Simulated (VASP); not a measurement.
# SrTl (R-3m) in VASP: further runs, part 2 of 2

VASP 6.6.1. Earlier steps stand in the parts before.

## Step 3: Electric field gradients, LDA (equal xy, yz and zx shear strains of -1 %)

Contents of INCAR:

```
SYSTEM = SrTl
  PREC = Accurate
  ENCUT = 520
  EDIFF = 1E-8
  ISMEAR = -1
  SIGMA = 0.05
  LREAL = .FALSE.
  LASPH = .TRUE.
  NELM = 60
  ALGO = Normal
  ISIF = 2
  LWAVE = .FALSE.
  LCHARG = .FALSE.
  GGA = CA
  LEFG = .TRUE.
  NBANDS = 18
```

Contents of KPOINTS:

```
regular mesh
0
G
  8 8 8
  0 0 0
```

Contents of POSCAR:

```
SrTl
1.0
    4.0320000000     -0.0201600000     -0.0201600000
   -0.0201600000      4.0320000000     -0.0201600000
   -0.0201600000     -0.0201600000      4.0320000000
Sr Tl
1 1
Direct
    0.0000000000      0.0000000000      0.0000000000
    0.5000000000      0.5000000000      0.5000000000
```

Potentials or basis: VASP PAW LDA potentials, release 64 (Sr_sv, Tl_d).

Run with:

```bash
cat potpaw_LDA.64/Sr_sv/POTCAR potpaw_LDA.64/Tl_d/POTCAR > POTCAR
mpirun -np 1 vasp_std > vasp.out
```

OUTCAR:

```text
SYSTEM = SrTl
   PREC = Accurate
   ENCUT = 520
   EDIFF = 1E-8
   ISMEAR = -1
   LREAL = .FALSE.
   LASPH = .TRUE.
   NELM = 60
   ISIF = 2
   GGA = CA

 ion  position               nearest neighbor table
   1  0.000  0.000  0.000-   2 3.46   2 3.46   2 3.50   2 3.50   2 3.50   2 3.50   2 3.50   2 3.50

   2  0.500  0.500  0.500-   1 3.46   1 3.46   1 3.50   1 3.50   1 3.50   1 3.50   1 3.50   1 3.50

  LATTYP: Found a trigonal (rhomboedric) cell.
 ALAT       =     4.0321007987
 COS(alpha) =    -0.0099745013

  Lattice vectors:

 A1 = (   4.0320000000,  -0.0201600000,  -0.0201600000)
 A2 = (  -0.0201600000,   4.0320000000,  -0.0201600000)
 A3 = (  -0.0201600000,  -0.0201600000,   4.0320000000)

Analysis of symmetry for initial positions (statically):
=====================================================================
 Subroutine PRICEL returns:
 Original cell was already a primitive cell.

 Routine SETGRP: Setting up the symmetry group for a
 trigonal (rhombohedral) supercell.

 Subroutine GETGRP returns: Found 12 space group operations
 (whereof 12 operations were pure point group operations)
 out of a pool of 12 trial point group operations.

The static configuration has the point symmetry D_3d.

Analysis of symmetry for dynamics (positions and initial velocities):
=====================================================================
 Subroutine PRICEL returns:
 Original cell was already a primitive cell.

 Routine SETGRP: Setting up the symmetry group for a
 trigonal (rhombohedral) supercell.

 Subroutine GETGRP returns: Found 12 space group operations
[... 160 lines left out ...]
      1     -31.3859      2.00000
      2     -13.4396      2.00000
      3     -13.4345      2.00000
      4     -13.4345      2.00000
      5      -7.2151      2.00000
      6      -7.2151      2.00000
[... 481 lines left out ...]
      5      -7.1681      2.00000
      6      -7.1421      2.00000
[... 10 lines left out ...]
     17      10.0903      0.00000
     18      11.4498      0.00000

 [... further k-points ...]

------------------------ aborting loop because EDIFF is reached ----------------------------------------

  FORCE on cell =-STRESS in cart. coord.  units (eV):
  Direction    XX          YY          ZZ          XY          YZ          ZX
  --------------------------------------------------------------------------------------
  -------------------------------------------------------------------------------------
  Total       -0.7215108     -0.7215108     -0.7215108      0.0880507      0.0880507      0.0880507
  in kB      -17.6369925    -17.6369925    -17.6369925      2.1523574      2.1523574      2.1523574
  external PRESSURE =     -17.6369925 kB  Pullay stress =       0.0000000 kB

 VOLUME and BASIS-vectors are now :
 -----------------------------------------------------------------------------
  energy-cutoff  :      520.00
  volume of cell :       65.54
      direct lattice vectors                 reciprocal lattice vectors
     4.032000000 -0.020160000 -0.020160000     0.248028337  0.001246374  0.001246374
    -0.020160000  4.032000000 -0.020160000     0.001246374  0.248028337  0.001246374
    -0.020160000 -0.020160000  4.032000000     0.001246374  0.001246374  0.248028337

 POSITION                                       TOTAL-FORCE (eV/Angst)
 -----------------------------------------------------------------------------------
      0.00000      0.00000      0.00000        -0.000000     -0.000000      0.000000
      1.99584      1.99584      1.99584         0.000000      0.000000      0.000000
 -----------------------------------------------------------------------------------
    total drift:                                0.000000      0.000000      0.000000

  FREE ENERGIE OF THE ION-ELECTRON SYSTEM (eV)
  ---------------------------------------------------
  free  energy   TOTEN  =        -5.8686071368 eV

  energy  without entropy=       -5.8548902025  energy(sigma->0) =       -5.86174867

 Electric field gradients (V/A^2)
---------------------------------------------------------------------
 ion       V_xx      V_yy      V_zz      V_xy      V_xz      V_yz
---------------------------------------------------------------------
   1       0.000    -0.000     0.000    -0.796    -0.796    -0.796
   2       0.000    -0.000     0.000    -1.597    -1.597    -1.597
---------------------------------------------------------------------

 Electric field gradients after diagonalization (V/A^2)
 (convention: |V_zz| > |V_xx| > |V_yy|)
----------------------------------------------------------------------
 ion       V_xx      V_yy      V_zz     asymmetry (V_yy - V_xx)/ V_zz
----------------------------------------------------------------------
   1       0.796     0.796    -1.591       0.000
   2       1.597     1.597    -3.193       0.000
----------------------------------------------------------------------

           NMR quadrupolar parameters

 Cq : quadrupolar parameter    Cq=e*Q*V_zz/h
 eta: asymmetry parameters     (V_yy - V_xx)/ V_zz
 Q  : nuclear electric quadrupole moment in mb (millibarn)
----------------------------------------------------------------------
 ion       Cq(MHz)       eta       Q (mb)
----------------------------------------------------------------------
   1      -0.004       0.000       1.000
   2      -0.008       0.000       1.000
----------------------------------------------------------------------
```

OSZICAR:

```text
N       E                     dE             d eps       ncg     rms          rms(c)
DAV:   1     0.109285558307E+03    0.10929E+03   -0.11749E+04  2340   0.116E+03
DAV:   2    -0.256518378042E+01   -0.11185E+03   -0.11010E+03  2660   0.255E+02
DAV:   3    -0.590909709976E+01   -0.33439E+01   -0.33238E+01  3750   0.347E+01
DAV:   4    -0.595965794961E+01   -0.50561E-01   -0.50490E-01  2836   0.354E+00
DAV:   5    -0.596076165207E+01   -0.11037E-02   -0.11034E-02  3232   0.455E-01    0.167E+01
DAV:   6    -0.588721251624E+01    0.73549E-01   -0.14993E-01  2556   0.277E+00    0.928E+00
DAV:   7    -0.587013514191E+01    0.17077E-01   -0.69246E-02  2712   0.217E+00    0.794E-01
DAV:   8    -0.586852583409E+01    0.16093E-02   -0.12786E-02  3450   0.675E-01    0.113E-01
DAV:   9    -0.586858367790E+01   -0.57844E-04   -0.32036E-04  2668   0.942E-02    0.650E-02
DAV:  10    -0.586860726229E+01   -0.23584E-04   -0.31934E-05  3192   0.379E-02    0.689E-03
DAV:  11    -0.586860712930E+01    0.13299E-06   -0.70332E-07  2916   0.587E-03    0.481E-03
DAV:  12    -0.586860713197E+01   -0.26762E-08   -0.35831E-07  3700   0.258E-03    0.951E-04
DAV:  13    -0.586860713678E+01   -0.48085E-08   -0.21605E-08  2282   0.104E-03
   1 F= -.58686071E+01 E0= -.58617487E+01  d E =-.137169E-01
```

stdout:

```text
POSCAR found type information on POSCAR SrTl
 POSCAR found :  2 types and       2 ions
 scaLAPACK will be used
 LDA part: xc-table for (Slater(with rela. corr.)+CA(PZ))
 , standard interpolation
 POSCAR, INCAR and KPOINTS ok, starting setup
 FFT: planning ... GRIDC
 FFT: planning ... GRID_SOFT
 FFT: planning ... GRID
 WAVECAR not read
 entering main loop
ion   1

ion   2
```

It took 75 s on 1 thread of Intel Xeon 8259CL, shared host; peak memory 0.21 GiB.

What came out:

| Quantity | Value |
| --- | --- |
| Free energy | -5.8686 eV |
| Pressure | -1.8 GPa |
| Band gap on the k mesh | zero (an odd number of electrons rules out a gap without spin polarisation) |
| Largest electric field gradient by atom | Sr -1.6; Tl -3.2 V/Å² |

Stress tensor (GPa, compression positive):
```
-1.76  0.22  0.22
 0.22 -1.76  0.22
 0.22  0.22 -1.76
```

Levels at points of the mesh, in eV from the Fermi level:
| k point | band 10 | band 11 | band 12 | band 13 | band 14 | band 15 |
| --- | --- | --- | --- | --- | --- | --- |
| (0.00, 0.00, 0.00) | -7.90 | 1.23 | 1.23 | 2.87 | 2.89 | 2.89 |
| (0.50, 0.00, 0.00) | -6.38 | -2.98 | 1.54 | 1.54 | 1.67 | 5.02 |
| (0.50, 0.50, 0.00) | -5.99 | -0.82 | -0.75 | 0.94 | 3.68 | 3.70 |
| (0.50, 0.50, 0.50) | -4.72 | -1.46 | -1.46 | -1.42 | 4.38 | 4.38 |

Electric field gradients, principal values (V/Å²):
| atom | least | middle | greatest (by size) |
| --- | --- | --- | --- |
| 1 Sr | 0.796 | 0.796 | -1.591 |
| 2 Tl | 1.597 | 1.597 | -3.193 |

Caveat: the cell differs from its parent crystal (equal xy, yz and zx shear strains of -1 %); without QUAD_EFG the Cq values of the log hold for a quadrupole moment of 1 mb, not for the nuclei; spin-orbit coupling is left out, which moves the levels of the heavy elements.
